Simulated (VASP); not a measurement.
## MgO: single point with PBE

MgO:

```
CELL_PARAMETERS angstrom
0.00000 2.32143 2.32143
2.32143 0.00000 2.32143
2.32143 2.32143 0.00000
ATOMIC_POSITIONS crystal
Mg 0.50000 0.50000 0.50000
O 0.75000 0.75000 0.75000
```

- Program: VASP 6.6.1
- Task: single point
- Functional: PBE
- Potentials or basis: VASP PAW PBE potentials, release 64 (Mg, O)
- Cutoff: 520 eV
- k mesh: 10 × 10 × 10
- Occupations: fermi-dirac, width 0.05 eV
- Spin: no spin polarisation

```yaml
Pressure: -2.6 GPa
Band_gap_on_the_k_mesh: 3.36 eV, direct
```

Levels at points of the mesh, in eV from the valence-band top:
| k point | band 1 | band 2 | band 3 | band 4 | band 5 | band 6 | band 7 | band 8 | band 9 |
| --- | --- | --- | --- | --- | --- | --- | --- | --- | --- |
| (0.00, 0.00, 0.00) | -15.76 | 0.00 | 0.00 | 0.00 | 3.36 | 16.25 | 16.25 | 16.25 | 19.84 |
| (0.50, 0.00, 0.00) | -15.16 | -2.91 | -0.18 | -0.18 | 8.43 | 9.30 | 14.23 | 14.23 | 18.99 |
| (0.50, 0.50, 0.00) | -14.98 | -2.40 | -0.72 | -0.72 | 6.13 | 11.28 | 13.38 | 16.07 | 16.07 |

Run time: 9.4 s on 1 thread of Intel(R) Xeon(R) Platinum 8488C (Sapphire Rapids) (shared host), peak memory 0.14 GiB.

A hybrid or GW would open this gap; PBE tends to underestimate it.
